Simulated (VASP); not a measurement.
# W (P6/mmm) in VASP: notebook

W is run at these levels: RPBE; tasks: single point.

Program: VASP 6.6.1. These are calculated values, not measurements. Logs are shortened: lines on timing, memory, paths and dates and some standing lists are left out, and cuts for length are marked.

## 1. The cell of the first run

It takes space group P6/mmm (No. 191, hexagonal). The conventional cell has a = 4.644 Å, b = 4.644 Å, c = 2.586 Å, α = 90.00°, β = 90.00°, γ = 120.00°. W (site symmetry 6/mmm) has 14 W at 2.59 to 2.98 Å within 3.4 Å. Within 3.4 Å of W (site symmetry -6m2) lie 11 W at 2.59 to 2.98 Å.

## 2. Single point, RPBE (volume scaled by 0.96)

INCAR reads:

```
ALGO = Normal
EDIFF = 1E-6
ENCUT = 520
GGA = RP
ISIF = 2
ISMEAR = -1
LASPH = T
LCHARG = F
LREAL = F
LWAVE = F
NBANDS = 28
NELM = 80
PREC = Accurate
SIGMA = 0.1
```

KPOINTS reads:

```
k-points
0
Gamma
  9 9 13
```

POSCAR reads:

```
W
1.0
    4.6435650037      0.0000000000      0.0000000000
   -2.3217825019      4.0214452574      0.0000000000
    0.0000000000      0.0000000000      2.5858542305
W
3
Direct
    0.0000000000      0.0000000000      0.0000000000
    0.3333333333      0.6666666667      0.5000000000
    0.6666666667      0.3333333333      0.5000000000
```

Potentials or basis: VASP PAW PBE potentials, release 64 (W_sv).

The run is started by

```
$ cat potpaw_PBE.64/W_sv/POTCAR > POTCAR
$ mpirun -np 1 vasp_std > vasp.out
```

OUTCAR:

```text
EDIFF = 1E-6
   ENCUT = 520
   GGA = RP
   ISIF = 2
   ISMEAR = -1
   LASPH = T
   LREAL = F
   NELM = 80
   PREC = Accurate

 ion  position               nearest neighbor table
   1  0.000  0.000  0.000-   2 2.98   3 2.98   2 2.98   3 2.98   3 2.98   3 2.98   2 2.98   2 2.98
                             3 2.98   3 2.98   2 2.98   2 2.98
   2  0.333  0.667  0.500-   3 2.68   3 2.68   3 2.68   1 2.98   1 2.98   1 2.98   1 2.98   1 2.98
                             1 2.98
   3  0.667  0.333  0.500-   2 2.68   2 2.68   2 2.68   1 2.98   1 2.98   1 2.98   1 2.98   1 2.98
                             1 2.98

  LATTYP: Found a hexagonal cell.
 ALAT       =     4.6435650037
 C/A-ratio  =     0.5568683174

  Lattice vectors:

 A1 = (   4.6435650037,   0.0000000000,   0.0000000000)
 A2 = (  -2.3217825019,   4.0214452574,   0.0000000000)
 A3 = (   0.0000000000,   0.0000000000,   2.5858542305)

Analysis of symmetry for initial positions (statically):
=====================================================================
 Subroutine PRICEL returns:
 Original cell was already a primitive cell.

 Routine SETGRP: Setting up the symmetry group for a
 hexagonal supercell.

 Subroutine GETGRP returns: Found 24 space group operations
 (whereof 24 operations were pure point group operations)
 out of a pool of 24 trial point group operations.

The static configuration has the point symmetry D_6h.

Analysis of symmetry for dynamics (positions and initial velocities):
=====================================================================
 Subroutine PRICEL returns:
 Original cell was already a primitive cell.

 Routine SETGRP: Setting up the symmetry group for a
 hexagonal supercell.

 Subroutine GETGRP returns: Found 24 space group operations
 (whereof 24 operations were pure point group operations)
 out of a pool of 24 trial point group operations.

The dynamic configuration has the point symmetry D_6h.

 Subroutine INISYM returns: Found 24 space group operations
 (whereof 24 operations are pure point group operations),
 and found     1 'primitive' translations

----------------------------------------------------------------------------------------

                                     Primitive cell

  volume of cell :      48.2878

  direct lattice vectors                    reciprocal lattice vectors
     4.643565004  0.000000000  0.000000000     0.215351782  0.124333410  0.000000000
    -2.321782502  4.021445257  0.000000000     0.000000000  0.248666819  0.000000000
     0.000000000  0.000000000  2.585854230     0.000000000  0.000000000  0.386719401

  length of vectors
     4.643565004  4.643565004  2.585854230     0.248666819  0.248666819  0.386719401

  position of ions in fractional coordinates (direct lattice)
     0.000000000  0.000000000  0.000000000
     0.333333333  0.666666667  0.500000000
     0.666666667  0.333333333  0.500000000

  ion indices of the primitive-cell ions
   primitive index   ion index
                 1           1
                 2           2
                 3           3

----------------------------------------------------------------------------------------

 KPOINTS: k-points

Automatic generation of k-mesh.
 Grid dimensions read from file:
 generate k-points for:    9    9   13

 Generating k-lattice:

  Cartesian coordinates                     Fractional coordinates (reciprocal lattice)
     0.023927976  0.013814823  0.000000000     0.111111111  0.000000000  0.000000000
     0.000000000  0.027629647  0.000000000     0.000000000  0.111111111  0.000000000
     0.000000000  0.000000000  0.029747646     0.000000000  0.000000000  0.076923077

  Length of vectors
     0.027629647  0.027629647  0.029747646

  Shift w.r.t. Gamma in fractional coordinates (k-lattice)
     0.000000000  0.000000000  0.000000000

 Subroutine IBZKPT returns following result:
 ===========================================

 Found     84 irreducible k-points:

 Following reciprocal coordinates:
            Coordinates               Weight
  0.000000  0.000000  0.000000      1.000000
  0.111111  0.000000  0.000000      6.000000
  0.222222  0.000000  0.000000      6.000000
  0.333333 -0.000000  0.000000      6.000000
  0.444444  0.000000  0.000000      6.000000
  0.111111  0.111111  0.000000      6.000000
[... 16 lines left out ...]
  0.333333  0.222222  0.076923     24.000000
  0.333333  0.333333  0.076923      4.000000
 [... further k-points ...]
   k-points           NKPTS =     84   k-points in BZ     NKDIM =     84   number of bands    NBANDS=     28
   number of dos      NEDOS =    301   number of ions     NIONS =      3
   total plane-waves  NPLWV =  25920
   dimension x,y,z NGX =    36 NGY =   36 NGZ =   20
   dimension x,y,z NGXF=    72 NGYF=   72 NGZF=   40
   ions per type =               3
   NGX,Y,Z   is equivalent  to a cutoff of  12.89, 12.89, 12.86 a.u.
   NGXF,Y,Z  is equivalent  to a cutoff of  25.78, 25.78, 25.72 a.u.
 SYSTEM =  unknown system
   PREC   = accura    normal or accurate (medium, high low for compatibility)
   ISTART =      0    job   : 0-new  1-cont  2-samecut
   ICHARG =      2    charge: 1-file 2-atom 10-const
   ISPIN  =      1    spin polarized calculation?
   LNONCOLLINEAR =      F non collinear calculations
   LSORBIT =      F    spin-orbit coupling
   LASPH  =      T    aspherical Exc in radial PAW
   ENCUT  =  520.0 eV  38.22 Ry    6.18 a.u.   8.63  8.63  4.81*2*pi/ulx,y,z
   NELM   =     80;   NELMIN=  2; NELMDL= -5     # of ELM steps
   EDIFF  = 0.1E-05   stopping-criterion for ELM
   LREAL  =      F    real-space projection
   EDIFFG = 0.1E-04   stopping-criterion for IOM
   NSW    =      0    number of steps for IOM
   IBRION =     -1    ionic relax: 0-MD 1-quasi-New 2-CG
   NFREE  =      0    steps in history (QN), initial steepest desc. (CG)
   ISIF   =      2    stress and relaxation
   ISYM   =      2    0-nonsym 1-usesym 2-fastsym
   POTIM  = 0.5000    time-step for ionic-motion
   TEBEG  =    0.0;   TEEND  =   0.0 temperature during run
   PSTRESS=    0.0 pullay stress
   NELECT =      42.0000    total number of electrons
   NUPDOWN=      -1.0000    fix difference up-down
   EMIN   =  10.00;   EMAX   =-10.00  energy-range for DOS
   EFERMI =   0.00;   METHOD = LEGACY
   ISMEAR =    -1;   SIGMA  =   0.10  broadening in eV -4-tet -1-fermi 0-gaus
   EFERMI_NEDOS =   21; number of points for ismear=-14 and -15
   IALGO  =     38    algorithm
   IMIX   =      4    mixing-type and parameters
     AMIX     =   0.40;   BMIX     =  1.00
     AMIX_MAG =   1.60;   BMIX_MAG =  1.00
  volume/ion in A,a.u.               =      16.10       108.62
  Fermi-wavevector in a.u.,A,eV,Ry     =   1.562711  2.953096 33.226323  2.442066
  Thomas-Fermi vector in A             =   2.665589
   LORBIT       =      0    0 simple, 1 ext, 2 COOP (PROOUT), +10 PAW based schemes
   GGA     = RP    functional components
   LHFCALC =     F    Hartree Fock is set to
   AEXX    =    0.0000 exact exchange contribution
   IVDW    =     0    specifies the selected vdW correction
   LEPSILON=     F    determine dielectric tensor
   LRPA    =     F    only Hartree local field effects (RPA)
 non-spin polarized calculation
  energy-cutoff  :      520.00
  volume of cell :       48.29
 maximum number of plane-waves:      1324
 NGX is ok and might be reduce to    36
   NGX = 17   NGY = 17   NGZ =  9

 number of electron      42.0000012 magnetization

 Free energy of the ion-electron system (eV)
  ---------------------------------------------------
  ext. energy  EPLUGINS =         0.00000000
  ---------------------------------------------------
  free energy    TOTEN  =       -35.55726134 eV

  energy without entropy =      -35.44486018  energy(sigma->0) =      -35.50106076

 E-fermi :  11.1066     XC(G=0): -13.4740

 val. band max:       11.1062617638   @ k =   0.2222   0.1111   0.3846
 cond. band min:      11.1140108793   @ k =   0.4444   0.1111   0.0000
 fundamental gap:      0.0077491154
 Fermi energy:        11.1065538754

 k-point     1 :       0.0000    0.0000    0.0000
  band No.  band energies     occupation
      1     -62.9231      2.00000
      2     -62.7309      2.00000
      3     -62.6239      2.00000
      4     -27.3200      2.00000
      5     -27.3200      2.00000
      6     -27.2653      2.00000
[... 20 lines left out ...]
     27      16.6213      0.00000
     28      16.6213      0.00000

 k-point     2 :       0.1111    0.0000    0.0000
  band No.  band energies     occupation
      1     -62.9220      2.00000
      2     -62.7290      2.00000
      3     -62.6270      2.00000
      4     -27.4112      2.00000
      5     -27.3896      2.00000
      6     -27.1666      2.00000
[... 20 lines left out ...]
     27      16.3216      0.00000
     28      16.5774      0.00000

 k-point     3 :       0.2222    0.0000    0.0000
  band No.  band energies     occupation
      1     -62.9192      2.00000
      2     -62.7231      2.00000
      3     -62.6359      2.00000
      4     -27.5071      2.00000
      5     -27.4161      2.00000
      6     -27.0500      2.00000
[... 20 lines left out ...]
     27      15.5936      0.00000
     28      16.4429      0.00000

 k-point     4 :       0.3333   -0.0000    0.0000
  band No.  band energies     occupation
      1     -62.9161      2.00000
      2     -62.7136      2.00000
      3     -62.6487      2.00000
      4     -27.5768      2.00000
      5     -27.3684      2.00000
      6     -26.9673      2.00000
[... 20 lines left out ...]
     27      15.2080      0.00000
     28      16.2152      0.00000

 k-point     5 :       0.4444    0.0000    0.0000
  band No.  band energies     occupation
      1     -62.9142      2.00000
      2     -62.7041      2.00000
      3     -62.6603      2.00000
      4     -27.6134      2.00000
      5     -27.2537      2.00000
      6     -27.0866      2.00000
[... 20 lines left out ...]
     27      15.4430      0.00000
     28      15.5889      0.00000

 k-point     6 :       0.1111    0.1111    0.0000
  band No.  band energies     occupation
      1     -62.9200      2.00000
      2     -62.7250      2.00000
      3     -62.6331      2.00000
      4     -27.4622      2.00000
      5     -27.4403      2.00000
      6     -27.0739      2.00000
[... 463 lines left out ...]
      5     -27.2059      2.00000
      6     -27.1879      2.00000
[... 20 lines left out ...]
     27      15.4305      0.00000
     28      15.6495      0.00000

 k-point    22 :       0.2222    0.2222    0.0769
  band No.  band energies     occupation
      1     -62.9081      2.00000
      2     -62.7005      2.00000
      3     -62.6496      2.00000
      4     -27.4840      2.00000
      5     -27.4255      2.00000
      6     -27.0437      2.00000
[... 20 lines left out ...]
     27      15.1802      0.00000
     28      15.8116      0.00000

 k-point    23 :       0.3333    0.2222    0.0769
  band No.  band energies     occupation
      1     -62.9068      2.00000
      2     -62.6891      2.00000
      3     -62.6625      2.00000
      4     -27.4863      2.00000
      5     -27.3356      2.00000
      6     -27.1854      2.00000
[... 20 lines left out ...]
     27      15.3672      0.00000
     28      15.6008      0.00000

 k-point    24 :       0.3333    0.3333    0.0769
  band No.  band energies     occupation
      1     -62.9064      2.00000
      2     -62.6760      2.00000
      3     -62.6760      2.00000
      4     -27.4051      2.00000
      5     -27.3170      2.00000
      6     -27.3170      2.00000
[... 20 lines left out ...]
     27      14.9815      0.00000
     28      15.6756      0.00000

 [... further k-points ...]

------------------------ aborting loop because EDIFF is reached ----------------------------------------

  FORCE on cell =-STRESS in cart. coord.  units (eV):
  Direction    XX          YY          ZZ          XY          YZ          ZX
  --------------------------------------------------------------------------------------
  -------------------------------------------------------------------------------------
  Total        3.7398563      3.7398563      3.9225504     -0.0000000     -0.0000000      0.0000000
  in kB      124.0874246    124.0874246    130.1491643     -0.0000000     -0.0000000      0.0000000
  external PRESSURE =     126.1080045 kB  Pullay stress =       0.0000000 kB

 VOLUME and BASIS-vectors are now :
 -----------------------------------------------------------------------------
  energy-cutoff  :      520.00
  volume of cell :       48.29
      direct lattice vectors                 reciprocal lattice vectors
     4.643565004  0.000000000  0.000000000     0.215351782  0.124333410  0.000000000
    -2.321782502  4.021445257  0.000000000     0.000000000  0.248666819  0.000000000
     0.000000000  0.000000000  2.585854230     0.000000000  0.000000000  0.386719401

 POSITION                                       TOTAL-FORCE (eV/Angst)
 -----------------------------------------------------------------------------------
      0.00000      0.00000      0.00000        -0.000000      0.000000      0.000000
     -0.00000      2.68096      1.29293        -0.000000      0.000000     -0.000000
      2.32178      1.34048      1.29293         0.000000     -0.000000      0.000000
 -----------------------------------------------------------------------------------
    total drift:                                0.000000      0.000000     -0.000000

  FREE ENERGIE OF THE ION-ELECTRON SYSTEM (eV)
  ---------------------------------------------------
  free  energy   TOTEN  =       -35.5572613379 eV

  energy  without entropy=      -35.4448601843  energy(sigma->0) =      -35.50106076
```

It took 4 min on 1 thread of AMD EPYC 7R13, shared host; peak memory 0.19 GiB.

Results:

- Free energy: -35.5573 eV
- Pressure: 12.6 GPa
- Band gap on the k mesh: zero (band 21 reaches 11.51 eV, above the bottom of band 22 at 10.75 eV)

Caveat: the cell differs from its parent crystal (volume scaled by 0.96); the PAW data sets were made with another functional, which shifts forces and pressure a little; spin-orbit coupling is left out, which moves the levels of the heavy elements.

## 3. Single point, RPBE

This run uses another cell than the first one, of 16.77 Å³/atom, 1.042 times its volume.

INCAR reads:

```
SYSTEM = W
PREC = Accurate
ENCUT = 520
EDIFF = 1E-6
ISMEAR = -1
SIGMA = 0.1
LREAL = .FALSE.
LASPH = .TRUE.
NELM = 80
ALGO = Normal
ISIF = 2
LWAVE = .FALSE.
LCHARG = .TRUE.
GGA = RP
LELF = .TRUE.
LVHAR = .TRUE.
NBANDS = 28
```

KPOINTS reads:

```
Automatic mesh
0
G
  9 9 13
  0 0 0
```

POSCAR reads:

```
W
1.0
    4.7071833887      0.0000000000      0.0000000000
   -2.3535916944      4.0765403949      0.0000000000
    0.0000000000      0.0000000000      2.6212812935
W
3
Direct
    0.0000000000      0.0000000000      0.0000000000
    0.3333333333      0.6666666667      0.5000000000
    0.6666666667      0.3333333333      0.5000000000
```

Potentials or basis: VASP PAW PBE potentials, release 64 (W_sv).

The run is started by

```
$ cat potpaw_PBE.64/W_sv/POTCAR > POTCAR
$ mpirun -np 1 vasp_std > vasp.out
```

It took 3.7 min on 1 thread of AMD EPYC 7R13, shared host; peak memory 0.2 GiB.

It converged, with:

```yaml
Free_energy: -35.6386 eV
Pressure: 0.6 GPa
Band_gap_on_the_k_mesh: zero (band 21 reaches 10.92 eV, above the bottom of band 22 at 10.19 eV)
```

Stress tensor (GPa, compression positive):
```
0.87 0.00 0.00
0.00 0.87 0.00
0.00 0.00 0.05
```

Levels at points of the mesh, in eV from the Fermi level:
```tsv
k point	band 17	band 18	band 19	band 20	band 21	band 22	band 23	band 24	band 25	band 26
(0.00, 0.00, 0.00)	-2.47	-2.43	-2.43	-2.21	-0.28	-0.28	2.11	2.11	2.18	2.18
```

Caveat: the PAW data sets were made with another functional, which shifts forces and pressure a little; spin-orbit coupling is left out, which moves the levels of the heavy elements.

## 4. Single point, RPBE (volume scaled by 1.04)

INCAR reads:

```
SYSTEM = W
ALGO = Normal ; EDIFF = 1E-7
ENCUT = 520 ; GGA = RP
ISIF = 2 ; ISMEAR = -1
LASPH = .True. ; LCHARG = .False.
LREAL = .False. ; LWAVE = .False.
NBANDS = 28 ; NELM = 100
PREC = Accurate ; SIGMA = 0.1
```

KPOINTS reads:

```
k-points
0
Gamma
  9 9 13
  0 0 0
```

POSCAR reads:

```
W
1.0
    4.7691271158      0.0000000000      0.0000000000
   -2.3845635579      4.1301852362      0.0000000000
    0.0000000000      0.0000000000      2.6557757925
W
3
Direct
    0.0000000000      0.0000000000      0.0000000000
    0.3333333333      0.6666666667      0.5000000000
    0.6666666667      0.3333333333      0.5000000000
```

The run is started by

```
$ cat potpaw_PBE.64/W_sv/POTCAR > POTCAR
$ mpirun -np 1 vasp_std > vasp.out
```

Run time: 3.8 min. Hardware: 1 thread of AMD EPYC 7R13, shared host; peak memory 0.2 GiB.

Results (log left out):

```
Free energy            : -35.5837 eV
Pressure               : -9.2 GPa
Band gap on the k mesh : zero (band 21 reaches 10.37 eV, above the bottom of band 22 at 9.67 eV)
```

Stress tensor (GPa, compression positive):
```
 -8.52   0.00   0.00
  0.00  -8.52   0.00
  0.00   0.00 -10.45
```

Levels at points of the mesh, in eV from the Fermi level:
```csv
k point,band 18,band 19,band 20,band 21,band 22,band 23,band 24,band 25
"(0.00, 0.00, 0.00)",-2.34,-2.34,-2.11,-0.24,-0.24,2.03,2.03,2.10
```

Caveat: the cell differs from its parent crystal (volume scaled by 1.04); the PAW data sets were made with another functional, which shifts forces and pressure a little; spin-orbit coupling is left out, which moves the levels of the heavy elements.

(Part 1 of 2 ends here.)
